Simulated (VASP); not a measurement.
# Fe (Im-3m) in VASP: notebook

Runs on Fe. Level: PBE. Tasks: single point.

Everything below comes from runs of VASP 6.6.1. Logs are shortened: lines on timing, memory, paths and dates and some standing lists are left out, and cuts for length are marked.

## 1. The cell of the first run

Symmetry: Im-3m, No. 229, cubic system. The conventional cell has a = 2.831 Å, b = 2.831 Å, c = 2.831 Å, α = 90.00°, β = 90.00°, γ = 90.00°. Within 3.2 Å of Fe (site symmetry m-3m) lie 14 Fe at 2.45 to 2.83 Å.

## 2. Single point, PBE, collinear spin, ferromagnetic start

INCAR

```
SYSTEM = Fe
ALGO = Fast
EDIFF = 1E-6
ENCUT = 520
GGA = PE
ISIF = 2
ISMEAR = 0
ISPIN = 2
LASPH = .TRUE.
LCHARG = .FALSE.
LMAXMIX = 4
LORBIT = 11
LREAL = .FALSE.
LWAVE = .FALSE.
MAGMOM = 2.5 2.5
NBANDS = 19
NELM = 150
PREC = Accurate
SIGMA = 0.05
```

KPOINTS

```
k-points
0
G
  16 16 16
  0 0 0
```

POSCAR

```
Fe
1.0
    2.8311865454      0.0000000000      0.0000000000
    0.0000000000      2.8311865454      0.0000000000
    0.0000000000      0.0000000000      2.8311865454
Fe
2
Direct
    0.0000000000      0.0000000000      0.0000000000
    0.5000000000      0.5000000000      0.5000000000
```

Potentials or basis: VASP PAW PBE potentials, release 64 (Fe).

Run with:

```
$ cat potpaw_PBE.64/Fe/POTCAR > POTCAR
$ mpirun -np 1 vasp_std > vasp.out
```

OUTCAR:

```text
SYSTEM = Fe
   EDIFF = 1E-6
   ENCUT = 520
   GGA = PE
   ISIF = 2
   ISMEAR = 0
   ISPIN = 2
   LASPH = .TRUE.
   LORBIT = 11
   LREAL = .FALSE.
   NELM = 150
   PREC = Accurate

 ion  position               nearest neighbor table
   1  0.000  0.000  0.000-   2 2.45   2 2.45   2 2.45   2 2.45   2 2.45   2 2.45   2 2.45   2 2.45

   2  0.500  0.500  0.500-   1 2.45   1 2.45   1 2.45   1 2.45   1 2.45   1 2.45   1 2.45   1 2.45

  LATTYP: Found a simple cubic cell.
 ALAT       =     2.8311865454

  Lattice vectors:

 A1 = (   2.8311865454,   0.0000000000,   0.0000000000)
 A2 = (   0.0000000000,   2.8311865454,   0.0000000000)
 A3 = (   0.0000000000,   0.0000000000,   2.8311865454)

Analysis of symmetry for initial positions (statically):
=====================================================================
 Subroutine PRICEL returns following result:

  LATTYP: Found a body centered cubic cell.
 ALAT       =     2.8311865454

  Lattice vectors:

 A1 = (   1.4155932727,   1.4155932727,  -1.4155932727)
 A2 = (  -1.4155932727,   1.4155932727,   1.4155932727)
 A3 = (   1.4155932727,  -1.4155932727,   1.4155932727)

   2 primitive cells build up your supercell.

 Routine SETGRP: Setting up the symmetry group for a
 simple cubic supercell.

 Subroutine GETGRP returns: Found 48 space group operations
 (whereof 48 operations were pure point group operations)
 out of a pool of 48 trial point group operations.

The static configuration has the point symmetry O_h .

Analysis of symmetry for dynamics (positions and initial velocities):
=====================================================================
 Subroutine PRICEL returns following result:

  LATTYP: Found a body centered cubic cell.
 ALAT       =     2.8311865454

  Lattice vectors:

 A1 = (   1.4155932727,   1.4155932727,  -1.4155932727)
 A2 = (  -1.4155932727,   1.4155932727,   1.4155932727)
 A3 = (   1.4155932727,  -1.4155932727,   1.4155932727)

   2 primitive cells build up your supercell.

 Routine SETGRP: Setting up the symmetry group for a
 simple cubic supercell.

 Subroutine GETGRP returns: Found 48 space group operations
 (whereof 48 operations were pure point group operations)
 out of a pool of 48 trial point group operations.

The dynamic configuration has the point symmetry O_h .

Analysis of structural, dynamic, and magnetic symmetry:
=====================================================================
 Subroutine PRICEL returns following result:

  LATTYP: Found a body centered cubic cell.
 ALAT       =     2.8311865454

  Lattice vectors:

 A1 = (   1.4155932727,   1.4155932727,  -1.4155932727)
 A2 = (  -1.4155932727,   1.4155932727,   1.4155932727)
 A3 = (   1.4155932727,  -1.4155932727,   1.4155932727)

   2 primitive cells build up your supercell.

 Routine SETGRP: Setting up the symmetry group for a
 simple cubic supercell.

 Subroutine GETGRP returns: Found 48 space group operations
 (whereof 48 operations were pure point group operations)
 out of a pool of 48 trial point group operations.

The overall configuration has the point symmetry O_h .

 Subroutine INISYM returns: Found 48 space group operations
 (whereof 48 operations are pure point group operations),
 and found     2 'primitive' translations

----------------------------------------------------------------------------------------

                                     Primitive cell

  volume of cell :      11.3469

  direct lattice vectors                    reciprocal lattice vectors
     1.415593273  1.415593273 -1.415593273     0.353208799  0.353208799  0.000000000
    -1.415593273  1.415593273  1.415593273    -0.000000000  0.353208799  0.353208799
     1.415593273 -1.415593273  1.415593273     0.353208799  0.000000000  0.353208799

  length of vectors
     2.451879471  2.451879471  2.451879471     0.499512674  0.499512674  0.499512674

  position of ions in fractional coordinates (direct lattice)
     0.000000000  0.000000000  0.000000000

  ion indices of the primitive-cell ions
   primitive index   ion index
                 1           1

----------------------------------------------------------------------------------------

 KPOINTS: k-points

Automatic generation of k-mesh.
 Grid dimensions read from file:
 generate k-points for:   16   16   16

 Generating k-lattice:

  Cartesian coordinates                     Fractional coordinates (reciprocal lattice)
     0.022075550  0.000000000  0.000000000     0.062500000  0.000000000  0.000000000
     0.000000000  0.022075550  0.000000000     0.000000000  0.062500000  0.000000000
     0.000000000  0.000000000  0.022075550     0.000000000  0.000000000  0.062500000

  Length of vectors
     0.022075550  0.022075550  0.022075550

  Shift w.r.t. Gamma in fractional coordinates (k-lattice)
     0.000000000  0.000000000  0.000000000

 Subroutine IBZKPT returns following result:
 ===========================================

 Found    165 irreducible k-points:

 Following reciprocal coordinates:
            Coordinates               Weight
  0.000000  0.000000  0.000000      1.000000
  0.062500  0.000000  0.000000      6.000000
  0.125000  0.000000  0.000000      6.000000
  0.187500  0.000000  0.000000      6.000000
  0.250000  0.000000  0.000000      6.000000
  0.312500  0.000000  0.000000      6.000000
[... 16 lines left out ...]
  0.437500  0.125000  0.000000     24.000000
  0.500000  0.125000  0.000000     12.000000
 [... further k-points ...]
   k-points           NKPTS =    165   k-points in BZ     NKDIM =    165   number of bands    NBANDS=     19
   number of dos      NEDOS =    301   number of ions     NIONS =      2
   total plane-waves  NPLWV =  13824
   dimension x,y,z NGX =    24 NGY =   24 NGZ =   24
   dimension x,y,z NGXF=    48 NGYF=   48 NGZF=   48
   ions per type =               2
   NGX,Y,Z   is equivalent  to a cutoff of  14.09, 14.09, 14.09 a.u.
   NGXF,Y,Z  is equivalent  to a cutoff of  28.19, 28.19, 28.19 a.u.
 SYSTEM =  Fe
   PREC   = accura    normal or accurate (medium, high low for compatibility)
   ISTART =      0    job   : 0-new  1-cont  2-samecut
   ICHARG =      2    charge: 1-file 2-atom 10-const
   ISPIN  =      2    spin polarized calculation?
   LNONCOLLINEAR =      F non collinear calculations
   LSORBIT =      F    spin-orbit coupling
   LASPH  =      T    aspherical Exc in radial PAW
   ENCUT  =  520.0 eV  38.22 Ry    6.18 a.u.   5.26  5.26  5.26*2*pi/ulx,y,z
   NELM   =    150;   NELMIN=  2; NELMDL= -5     # of ELM steps
   EDIFF  = 0.1E-05   stopping-criterion for ELM
   LREAL  =      F    real-space projection
   EDIFFG = 0.1E-04   stopping-criterion for IOM
   NSW    =      0    number of steps for IOM
   IBRION =     -1    ionic relax: 0-MD 1-quasi-New 2-CG
   NFREE  =      0    steps in history (QN), initial steepest desc. (CG)
   ISIF   =      2    stress and relaxation
   ISYM   =      2    0-nonsym 1-usesym 2-fastsym
   POTIM  = 0.5000    time-step for ionic-motion
   TEBEG  =    0.0;   TEEND  =   0.0 temperature during run
   PSTRESS=    0.0 pullay stress
   NELECT =      16.0000    total number of electrons
   NUPDOWN=      -1.0000    fix difference up-down
   EMIN   =  10.00;   EMAX   =-10.00  energy-range for DOS
   EFERMI =   0.00;   METHOD = LEGACY
   ISMEAR =     0;   SIGMA  =   0.05  broadening in eV -4-tet -1-fermi 0-gaus
   EFERMI_NEDOS =   21; number of points for ismear=-14 and -15
   IALGO  =     68    algorithm
   IMIX   =      4    mixing-type and parameters
     AMIX     =   0.40;   BMIX     =  1.00
     AMIX_MAG =   1.60;   BMIX_MAG =  1.00
  volume/ion in A,a.u.               =      11.35        76.57
  Fermi-wavevector in a.u.,A,eV,Ry     =   1.457068  2.753458 28.885791  2.123046
  Thomas-Fermi vector in A             =   2.573912
   LORBIT       =     11    0 simple, 1 ext, 2 COOP (PROOUT), +10 PAW based schemes
   GGA     = PE    functional components
   LHFCALC =     F    Hartree Fock is set to
   AEXX    =    0.0000 exact exchange contribution
   IVDW    =     0    specifies the selected vdW correction
   LEPSILON=     F    determine dielectric tensor
   LRPA    =     F    only Hartree local field effects (RPA)
 spin polarized calculation
 RMM-DIIS sequential band-by-band and
 Gauss-broadening in eV      SIGMA  =   0.05
  energy-cutoff  :      520.00
  volume of cell :       22.69
 maximum number of plane-waves:       627
 NGX is ok and might be reduce to    24
   NGX = 11   NGY = 11   NGZ = 11

 number of electron      16.0000014 magnetization       4.3777142

 Free energy of the ion-electron system (eV)
  ---------------------------------------------------
  ext. energy  EPLUGINS =         0.00000000
  ---------------------------------------------------
  free energy    TOTEN  =       -16.48767278 eV

  energy without entropy =      -16.48562758  energy(sigma->0) =      -16.48665018

 E-fermi :   5.8338     XC(G=0): -13.1240

 val. band max:        5.8309701201   @ k =   0.3125   0.3125   0.1250
 cond. band min:       5.8351738698   @ k =   0.3750   0.1250   0.0000
 fundamental gap:      0.0042037496
 Fermi energy:         5.8337796248

 spin component 1

 k-point     1 :       0.0000    0.0000    0.0000
  band No.  band energies     occupation
      1      -2.6050      1.00000
      2       0.9800      1.00000
      3       0.9800      1.00000
      4       3.5310      1.00000
      5       3.5310      1.00000
      6       3.5310      1.00000
[... 505 lines left out ...]
      6       3.5426      1.00000
[... 11 lines left out ...]
     18      24.3550      0.00000
     19      28.3691      0.00000

 [... further k-points ...]

 spin component 2

 k-point     1 :       0.0000    0.0000    0.0000
  band No.  band energies     occupation
      1      -2.4351      1.00000
      2       2.8031      1.00000
      3       2.8032      1.00000
      4       5.4352      1.00000
      5       5.4353      1.00000
      6       5.4353      1.00000
[... 505 lines left out ...]
      6       5.3553      1.00000
[... 11 lines left out ...]
     18      24.8246      0.00000
     19      28.8013      0.00000

 [... further k-points ...]

------------------------ aborting loop because EDIFF is reached ----------------------------------------

  FORCE on cell =-STRESS in cart. coord.  units (eV):
  Direction    XX          YY          ZZ          XY          YZ          ZX
  --------------------------------------------------------------------------------------
  -------------------------------------------------------------------------------------
  Total       -0.0087386     -0.0087386     -0.0087386     -0.0000000     -0.0000000     -0.0000000
  in kB       -0.6169455     -0.6169455     -0.6169455     -0.0000000     -0.0000000     -0.0000000
  external PRESSURE =      -0.6169455 kB  Pullay stress =       0.0000000 kB

 VOLUME and BASIS-vectors are now :
 -----------------------------------------------------------------------------
  energy-cutoff  :      520.00
  volume of cell :       22.69
      direct lattice vectors                 reciprocal lattice vectors
     2.831186545  0.000000000  0.000000000     0.353208799  0.000000000  0.000000000
     0.000000000  2.831186545  0.000000000     0.000000000  0.353208799  0.000000000
     0.000000000  0.000000000  2.831186545     0.000000000  0.000000000  0.353208799

 POSITION                                       TOTAL-FORCE (eV/Angst)
 -----------------------------------------------------------------------------------
      0.00000      0.00000      0.00000        -0.000000     -0.000000     -0.000000
      1.41559      1.41559      1.41559         0.000000      0.000000      0.000000
 -----------------------------------------------------------------------------------
    total drift:                                0.000000      0.000000     -0.000000

  FREE ENERGIE OF THE ION-ELECTRON SYSTEM (eV)
  ---------------------------------------------------
  free  energy   TOTEN  =       -16.4876727835 eV

  energy  without entropy=      -16.4856275846  energy(sigma->0) =      -16.48665018

 total charge

# of ion       s       p       d       tot
------------------------------------------
    1        0.488   0.542   6.240   7.270
    2        0.488   0.542   6.240   7.270
--------------------------------------------------
tot          0.975   1.085  12.481  14.541

 magnetization (x)

# of ion       s       p       d       tot
------------------------------------------
    1       -0.013  -0.055   2.253   2.185
    2       -0.013  -0.055   2.253   2.185
--------------------------------------------------
tot         -0.026  -0.109   4.506   4.371
```

It took 86 s on 1 thread of Intel Xeon Platinum 8259CL at 2.50GHz (Skylake/Cascade Lake), shared host; peak memory 0.22 GiB.

What came out:

```
Free energy                                           : -16.4877 eV
Pressure                                              : -0.1 GPa
Net moment                                            : 4.38 μB per cell
Site moments                                          : Fe +2.19 μB
Valence electrons inside the program's atomic spheres : Fe 7.27
```

Levels at points of the mesh, in eV from the Fermi level:
Spin up:
```tsv
k point	band 8	band 9	band 10	band 11	band 12	band 13
(0.00, 0.00, 0.00)	-1.09	0.12	0.12	0.12	9.95	9.95
(0.50, 0.00, 0.00)	-1.86	-1.12	-1.12	0.22	0.22	17.11
(0.50, 0.50, 0.00)	-0.90	0.39	0.39	0.52	0.52	7.37
(0.50, 0.50, 0.50)	-0.87	-0.87	-0.87	8.65	8.65	8.65
```
Spin down:
| k point | band 3 | band 4 | band 5 | band 6 | band 7 | band 8 | band 9 | band 10 |
| --- | --- | --- | --- | --- | --- | --- | --- | --- |
| (0.00, 0.00, 0.00) | -3.03 | -0.40 | -0.40 | -0.40 | 1.66 | 1.66 | 2.30 | 2.30 |
| (0.50, 0.00, 0.00) | -0.77 | -0.77 | -0.02 | -0.02 | -0.02 | -0.02 | 0.91 | 0.91 |
| (0.50, 0.50, 0.00) | -1.68 | -1.68 | 0.63 | 0.63 | 1.51 | 1.51 | 1.92 | 1.92 |
| (0.50, 0.50, 0.50) | -1.84 | -1.84 | -1.84 | -1.84 | 1.97 | 1.97 | 1.97 | 1.97 |

## 3. Single point, PBE, collinear spin, antiferromagnetic start

INCAR

```
SYSTEM = Fe
PREC = Accurate
ENCUT = 520
EDIFF = 1E-6
ISMEAR = 0
SIGMA = 0.05
LREAL = .FALSE.
LASPH = .TRUE.
NELM = 150
ALGO = Normal
ISIF = 2
LWAVE = .FALSE.
LCHARG = .TRUE.
ISPIN = 2
MAGMOM = 2.5 -2.5
LORBIT = 11
LMAXMIX = 4
GGA = PE
LELF = .TRUE.
LVHAR = .TRUE.
NBANDS = 19
```

KPOINTS

```
regular mesh
0
G
  16 16 16
  0 0 0
```

POSCAR is that of step 2.

Potentials or basis: VASP PAW PBE potentials, release 64 (Fe).

Run with:

```
$ cat potpaw_PBE.64/Fe/POTCAR > POTCAR
$ mpirun -np 1 vasp_std > vasp.out
```

Run time: 75 s. Hardware: 1 thread of Intel Xeon Platinum 8259CL at 2.50GHz (Skylake/Cascade Lake), shared host; peak memory 0.22 GiB.

Results (log left out):

```
Free energy                                           : -15.5932 eV
Pressure                                              : -6.1 GPa
Band gap on the k mesh                                : zero (filled and empty bands overlap)
Net moment                                            : 0.00 μB per cell
Site moments                                          : Fe +1.51, -1.51 μB
Valence electrons inside the program's atomic spheres : Fe 7.27
```

Levels at points of the mesh, in eV from the Fermi level:
Spin up:
```tsv
k point	band 6	band 7	band 8	band 9	band 10	band 11
(0.00, 0.00, 0.00)	-1.81	0.08	0.08	1.00	1.00	1.00
(0.50, 0.00, 0.00)	-1.35	-1.03	-0.71	-0.71	0.17	0.22
(0.50, 0.50, 0.00)	-0.56	0.34	0.34	0.44	1.16	1.23
(0.50, 0.50, 0.50)	-2.43	-0.82	-0.82	1.21	1.21	8.73
```
Spin down:
```
           k point  band 6  band 7  band 8  band 9  band 10  band 11
(0.00, 0.00, 0.00)   -1.81    0.08    0.08    1.00     1.00     1.00
(0.50, 0.00, 0.00)   -1.35   -1.03   -0.71   -0.71     0.17     0.22
(0.50, 0.50, 0.00)   -0.56    0.34    0.34    0.44     1.16     1.23
(0.50, 0.50, 0.50)   -2.43   -0.82   -0.82    1.21     1.21     8.73
```

Caveat: the cell stands under tension.
